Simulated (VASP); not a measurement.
# BaTiO3 in VASP: further runs

Runs on BaTiO3. Level: PBE. Tasks: electric field gradients.

Everything below comes from runs of VASP 6.6.1. Logs are shortened: lines on timing, memory, paths and dates and some standing lists are left out, and cuts for length are marked.

## 1. The cell of the first run

The typed cell holds 5 atoms: a = 3.984 Å, b = 4.059 Å, c = 3.978 Å, α = 89.82°, β = 90.00°, γ = 88.39°.

## 2. Electric field gradients, PBE (equal xy, yz and zx shear strains of +2 %)

The input, INCAR:

```
SYSTEM = BaTiO3
  ALGO = Normal
  EDIFF = 1E-8
  ENCUT = 520
  GGA = PE
  ISIF = 2
  ISMEAR = -1
  LASPH = .TRUE.
  LCHARG = .FALSE.
  LEFG = .TRUE.
  LREAL = .FALSE.
  LWAVE = .FALSE.
  NBANDS = 28
  NELM = 80
  PREC = Accurate
  SIGMA = 0.05
```

The input, KPOINTS:

```
k-points
0
G
  8 8 8
  0 0 0
```

The input, POSCAR:

```
BaTiO3
1.0
    3.9841000000      0.0398410000      0.0398410000
    0.0568285000      2.8655080000      2.8741705000
    0.0000875000     -2.8085920000      2.8174295000
Ba Ti O
1 1 3
Direct
    0.0000000000      0.0000000000      0.0000000000
    0.5000000000      0.5079000000      0.5079000000
    0.0000000000      0.4921000000      0.4921000000
    0.5000000000      0.5025100000      0.9937100000
    0.5000000000      0.9937100000      0.5025100000
```

Potentials or basis: VASP PAW PBE potentials, release 64 (Ba_sv, Ti_sv, O).

Started as:

```sh
$ cat potpaw_PBE.64/Ba_sv/POTCAR potpaw_PBE.64/Ti_sv/POTCAR potpaw_PBE.64/O/POTCAR > POTCAR
$ mpirun -np 1 vasp_std > vasp.out
```

OUTCAR:

```text
SYSTEM = BaTiO3
   EDIFF = 1E-8
   ENCUT = 520
   GGA = PE
   ISIF = 2
   ISMEAR = -1
   LASPH = .TRUE.
   LREAL = .FALSE.
   NELM = 80
   PREC = Accurate

 ion  position               nearest neighbor table
   1  0.000  0.000  0.000-   4 2.80   3 2.80   5 2.81   5 2.81   4 2.81   5 2.82   5 2.82   3 2.84
                             3 2.84   4 2.88   3 2.89   4 2.89   2 3.40   2 3.43   2 3.43   2 3.47
   2  0.500  0.508  0.508-   4 1.93   5 1.97   3 1.99   3 2.00   4 2.05   5 2.09   1 3.40   1 3.43
                             1 3.43   1 3.47   1 3.48   1 3.50   1 3.50   1 3.54
   3  0.000  0.492  0.492-   2 1.99   2 2.00   1 2.80   1 2.84   1 2.84   1 2.89
   4  0.500  0.503  0.994-   2 1.93   2 2.05   1 2.80   1 2.81   1 2.88   1 2.89
   5  0.500  0.994  0.503-   2 1.97   2 2.09   1 2.81   1 2.81   1 2.82   1 2.82

  LATTYP: Found a triclinic cell.
 ALAT       =     5.7672887023
 B/A-ratio  =     0.6908789547
 C/A-ratio  =     0.6897873625
 COS(alpha) =     0.0000442052
 COS(beta)  =     0.0021982569
 COS(gamma) =     0.7106826909

  Lattice vectors:

 A1 = (  -4.0409285000,  -2.9053490000,  -2.9140115000)
 A2 = (  -3.9841000000,  -0.0398410000,  -0.0398410000)
 A3 = (  -0.0000875000,   2.8085920000,  -2.8174295000)

Analysis of symmetry for initial positions (statically):
=====================================================================
 Subroutine PRICEL returns:
 Original cell was already a primitive cell.

 Routine SETGRP: Setting up the symmetry group for a
 triclinic supercell.

 Subroutine GETGRP returns: Found  1 space group operations
 (whereof  1 operations were pure point group operations)
 out of a pool of  2 trial point group operations.

The static configuration has the point symmetry C_1 .

Analysis of symmetry for dynamics (positions and initial velocities):
=====================================================================
 Subroutine PRICEL returns:
 Original cell was already a primitive cell.

 Routine SETGRP: Setting up the symmetry group for a
 triclinic supercell.

 Subroutine GETGRP returns: Found  1 space group operations
 (whereof  1 operations were pure point group operations)
 out of a pool of  2 trial point group operations.

The dynamic configuration has the point symmetry C_1 .

 Subroutine INISYM returns: Found  1 space group operations
 (whereof  1 operations are pure point group operations),
 and found     1 'primitive' translations

----------------------------------------------------------------------------------------

                                     Primitive cell

  volume of cell :      64.3135

  direct lattice vectors                    reciprocal lattice vectors
     3.984100000  0.039841000  0.039841000     0.251047428 -0.002485618 -0.002485618
     0.056828500  2.865508000  2.874170500    -0.003485214  0.174534385  0.173987027
     0.000087500 -2.808592000  2.817429500     0.000005366 -0.178014233  0.177477608

  length of vectors
     3.984498390  4.058968051  3.978202863     0.251072037  0.246466801  0.251370978

  position of ions in fractional coordinates (direct lattice)
     0.000000000  0.000000000  0.000000000
     0.500000000  0.507900000  0.507900000
     0.000000000  0.492100000  0.492100000
     0.500000000  0.502510000  0.993710000
     0.500000000  0.993710000  0.502510000

  ion indices of the primitive-cell ions
   primitive index   ion index
                 1           1
                 2           2
                 3           3
                 4           4
                 5           5

----------------------------------------------------------------------------------------

[... 52 lines left out ...]
   number of dos      NEDOS =    301   number of ions     NIONS =      5
   total plane-waves  NPLWV =  27000
   dimension x,y,z NGX =    30 NGY =   30 NGZ =   30
   dimension x,y,z NGXF=    60 NGYF=   60 NGZF=   60
   ions per type =               1   1   3
   NGX,Y,Z   is equivalent  to a cutoff of  12.52, 12.29, 12.54 a.u.
   NGXF,Y,Z  is equivalent  to a cutoff of  25.03, 24.57, 25.07 a.u.
 SYSTEM =  BaTiO3
   PREC   = accura    normal or accurate (medium, high low for compatibility)
   ISTART =      0    job   : 0-new  1-cont  2-samecut
   ICHARG =      2    charge: 1-file 2-atom 10-const
   ISPIN  =      1    spin polarized calculation?
   LNONCOLLINEAR =      F non collinear calculations
   LSORBIT =      F    spin-orbit coupling
   LASPH  =      T    aspherical Exc in radial PAW
   ENCUT  =  520.0 eV  38.22 Ry    6.18 a.u.   7.41  7.55  7.40*2*pi/ulx,y,z
   NELM   =     80;   NELMIN=  2; NELMDL= -5     # of ELM steps
   EDIFF  = 0.1E-07   stopping-criterion for ELM
   LREAL  =      F    real-space projection
   EDIFFG = 0.1E-06   stopping-criterion for IOM
   NSW    =      0    number of steps for IOM
   IBRION =     -1    ionic relax: 0-MD 1-quasi-New 2-CG
   NFREE  =      0    steps in history (QN), initial steepest desc. (CG)
   ISIF   =      2    stress and relaxation
   ISYM   =      2    0-nonsym 1-usesym 2-fastsym
   POTIM  = 0.5000    time-step for ionic-motion
   TEBEG  =    0.0;   TEEND  =   0.0 temperature during run
   PSTRESS=    0.0 pullay stress
   NELECT =      40.0000    total number of electrons
   NUPDOWN=      -1.0000    fix difference up-down
   EMIN   =  10.00;   EMAX   =-10.00  energy-range for DOS
   EFERMI =   0.00;   METHOD = LEGACY
   ISMEAR =    -1;   SIGMA  =   0.05  broadening in eV -4-tet -1-fermi 0-gaus
   EFERMI_NEDOS =   21; number of points for ismear=-14 and -15
   IALGO  =     38    algorithm
   IMIX   =      4    mixing-type and parameters
     AMIX     =   0.40;   BMIX     =  1.00
     AMIX_MAG =   1.60;   BMIX_MAG =  1.00
  volume/ion in A,a.u.               =      12.86        86.80
  Fermi-wavevector in a.u.,A,eV,Ry     =   1.397422  2.640744 26.569281  1.952787
  Thomas-Fermi vector in A             =   2.520679
   LORBIT       =      0    0 simple, 1 ext, 2 COOP (PROOUT), +10 PAW based schemes
   GGA     = PE    functional components
   LHFCALC =     F    Hartree Fock is set to
   AEXX    =    0.0000 exact exchange contribution
   IVDW    =     0    specifies the selected vdW correction
   LEPSILON=     F    determine dielectric tensor
   LRPA    =     F    only Hartree local field effects (RPA)
 non-spin polarized calculation
  energy-cutoff  :      520.00
  volume of cell :       64.31
 maximum number of plane-waves:      1760
 NGX is ok and might be reduce to    30
   NGX = 15   NGY = 15   NGZ = 15

 number of electron      39.9999993 magnetization

 Free energy of the ion-electron system (eV)
  ---------------------------------------------------
  ext. energy  EPLUGINS =         0.00000000
  ---------------------------------------------------
  free energy    TOTEN  =       -39.94672393 eV

  energy without entropy =      -39.94672393  energy(sigma->0) =      -39.94672393

 E-fermi :   4.7366     XC(G=0): -11.2415

 val. band max:        3.8432301257   @ k =   0.5000   0.5000   0.5000
 cond. band min:       5.5771468796   @ k =   0.0000   0.0000   0.0000
 fundamental gap:      1.7339167539
 Fermi energy:         4.7366337378

 k-point     1 :       0.0000    0.0000    0.0000
  band No.  band energies     occupation
      1     -52.8004      2.00000
      2     -29.0252      2.00000
      3     -29.0220      2.00000
      4     -28.9999      2.00000
      5     -21.0157      2.00000
      6     -13.0846      2.00000
[... 733 lines left out ...]
     27      11.9775      0.00000
     28      12.3389      0.00000

 [... further k-points ...]
[... 5 lines left out ...]
  --------------------------------------------------------------------------------------
  -------------------------------------------------------------------------------------
  Total        1.8138333      1.5601961      1.2721970     -0.9872482     -0.7624264     -0.9874098
  in kB       45.1861970     38.8675909     31.6929605    -24.5943184    -18.9935602    -24.5983439
  external PRESSURE =      38.5822495 kB  Pullay stress =       0.0000000 kB

 VOLUME and BASIS-vectors are now :
 -----------------------------------------------------------------------------
  energy-cutoff  :      520.00
  volume of cell :       64.31
      direct lattice vectors                 reciprocal lattice vectors
     3.984100000  0.039841000  0.039841000     0.251047428 -0.002485618 -0.002485618
     0.056828500  2.865508000  2.874170500    -0.003485214  0.174534385  0.173987027
     0.000087500 -2.808592000  2.817429500     0.000005366 -0.178014233  0.177477608

 POSITION                                       TOTAL-FORCE (eV/Angst)
 -----------------------------------------------------------------------------------
      0.00000      0.00000      0.00000        -0.015340      0.001816      0.087950
      2.02096      0.04883      2.91068         0.029820      0.072948      0.175309
      0.02801      0.02801      2.80084         0.003349      0.004937      0.096929
      2.02069     -1.33106      4.26393        -0.004662     -0.043956     -0.144111
      2.04857      1.45606      4.29180        -0.013168     -0.035745     -0.216077
 -----------------------------------------------------------------------------------
    total drift:                                0.000095     -0.000311     -0.000060

  FREE ENERGIE OF THE ION-ELECTRON SYSTEM (eV)
  ---------------------------------------------------
  free  energy   TOTEN  =       -39.9467239269 eV

  energy  without entropy=      -39.9467239256  energy(sigma->0) =      -39.94672393

 Electric field gradients (V/A^2)
---------------------------------------------------------------------
 ion       V_xx      V_yy      V_zz      V_xy      V_xz      V_yz
---------------------------------------------------------------------
   1      -0.638    -0.677     1.315    12.022    12.298     1.893
   2      -5.601     2.965     2.636    -3.637    -3.585    12.836
   3      24.198   -11.670   -12.528     2.595     2.623     3.264
   4     -12.574     5.786     6.788    -0.342    -0.337   -14.043
   5     -13.859     6.433     7.426     2.810     2.845    22.428
---------------------------------------------------------------------

 Electric field gradients after diagonalization (V/A^2)
 (convention: |V_zz| > |V_xx| > |V_yy|)
----------------------------------------------------------------------
 ion       V_xx      V_yy      V_zz     asymmetry (V_yy - V_xx)/ V_zz
----------------------------------------------------------------------
   1     -16.487    -1.593    18.080       0.824
   2     -10.036    -6.766    16.801       0.195
   3     -15.393    -9.212    24.605       0.251
   4     -12.622    -7.718    20.339       0.241
   5     -15.504   -14.226    29.730       0.043
----------------------------------------------------------------------

           NMR quadrupolar parameters

 Cq : quadrupolar parameter    Cq=e*Q*V_zz/h
 eta: asymmetry parameters     (V_yy - V_xx)/ V_zz
 Q  : nuclear electric quadrupole moment in mb (millibarn)
----------------------------------------------------------------------
 ion       Cq(MHz)       eta       Q (mb)
----------------------------------------------------------------------
   1       0.044       0.824       1.000
   2       0.041       0.195       1.000
   3       0.059       0.251       1.000
   4       0.049       0.241       1.000
   5       0.072       0.043       1.000
----------------------------------------------------------------------
```

It took 5.5 min on 1 thread of AMD EPYC 7R13 (Zen 3), shared host; peak memory 0.5 GiB.

What came out:

```
Free energy                             : -39.9467 eV
Pressure                                : 3.9 GPa
Largest force                           : 0.219 eV/Å
Band gap on the k mesh                  : 1.73 eV (least direct gap 1.90 eV)
Largest electric field gradient by atom : Ba +18.1; Ti +16.8; O +24.6, +20.3, +29.7 V/Å²
```

Forces on the atoms (eV/Å):
```
Ba  -0.015  0.002  0.088
Ti   0.030  0.073  0.175
O    0.003  0.005  0.097
O   -0.005 -0.044 -0.144
O   -0.013 -0.036 -0.216
```

Electric field gradients, principal values (V/Å²):
```tsv
atom	least	middle	greatest (by size)
1 Ba	-1.593	-16.487	18.080
2 Ti	-6.766	-10.036	16.801
3 O	-9.212	-15.393	24.605
4 O	-7.718	-12.622	20.339
5 O	-14.226	-15.504	29.730
```

Caveat: the cell differs from its parent crystal (equal xy, yz and zx shear strains of +2 %); the cell stands under pressure; without QUAD_EFG the Cq values of the log hold for a quadrupole moment of 1 mb, not for the nuclei; spin-orbit coupling is left out, which moves the levels of the heavy elements. A k mesh can miss the band edges.

[end of part 1 of 2]
